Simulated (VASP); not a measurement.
A run of VASP 6.6.1:

File INCAR:

```
SYSTEM = Pd
  PREC = Accurate
  ENCUT = 520
  EDIFF = 1E-6
  ISMEAR = 0
  SIGMA = 0.1
  LREAL = .FALSE.
  LASPH = .TRUE.
  NELM = 80
  ALGO = Normal
  ISIF = 2
  LWAVE = .FALSE.
  LCHARG = .FALSE.
  GGA = PE
  NBANDS = 44
```

The input KPOINTS:

```
Automatic mesh
0
G
  2 2 2
  0 0 0
```

The input POSCAR:

```
Pd
1.0
    0.0000000000      3.8930000000      3.8930000000
    3.8930000000      0.0000000000      3.8930000000
    3.8930000000      3.8930000000      0.0000000000
Pd
7
Direct
    0.0000000000      0.0000000000      0.5000000000
    0.0000000000      0.5000000000      0.0000000000
    0.0000000000      0.5000000000      0.5000000000
    0.5000000000      0.0000000000      0.0000000000
    0.5000000000      0.0000000000      0.5000000000
    0.5000000000      0.5000000000      0.0000000000
    0.5000000000      0.5000000000      0.5000000000
```

Potentials or basis: VASP PAW PBE potentials, release 64 (Pd).

Command:

```sh
$ cat potpaw_PBE.64/Pd/POTCAR > POTCAR
$ mpirun -np 1 vasp_std > vasp.out
```

Hardware: 1 thread of Intel(R) Xeon(R) 6975P-C (Granite Rapids), with other jobs on the host.

How long does it take, and how much memory?

Wall time 17 s on 1 thread of Intel(R) Xeon(R) 6975P-C (Granite Rapids), with other jobs on the host, peak memory 0.23 GiB. Counts: scf iterations 18, k points 3.
